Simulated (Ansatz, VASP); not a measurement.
## One calculation of Pb, two programs

```xyz
1
Lattice="0.0000 2.4698 2.4698 2.3957 0.0000 2.4698 2.3957 2.4698 0.0000" Properties=species:S:1:pos:R:3 pbc="T T T"
Pb    0.0000    0.0000    0.0000
```

Change from the starting cell: strain -0.0300 x Voigt [1, 0, 0, 0, 0, 0], atoms carried along.

Alike in both runs: task single point; functional PBEsol; k mesh 16 × 16 × 16; occupations gaussian, width 0.15 eV; no spin polarisation.

```csv
,VASP,Ansatz
version,VASP 6.6.1,Ansatz 0.2.0
potentials or method,"VASP PAW PBE potentials, release 64 (Pb_d), cutoff 520 eV","scalar-relativistic, plane waves, PAW"
valence electrons in the cell,14,14
```

```tsv
	VASP	Ansatz	Ansatz less VASP
gap on the k mesh at the Fermi level (eV)	none	none	-
pressure (GPa)	1.3	1.3	+0.01
traceless stress, the component that is largest in VASP (GPa)	0.45	0.44	-0.003
```

VASP's potentials were made for PBE, not for PBEsol. A gap of «none» marks a metal or a gap that the smearing closes. With one functional, cell and mesh, what is left measures potentials, basis and numerics.

Neither program's run includes spin-orbit coupling.
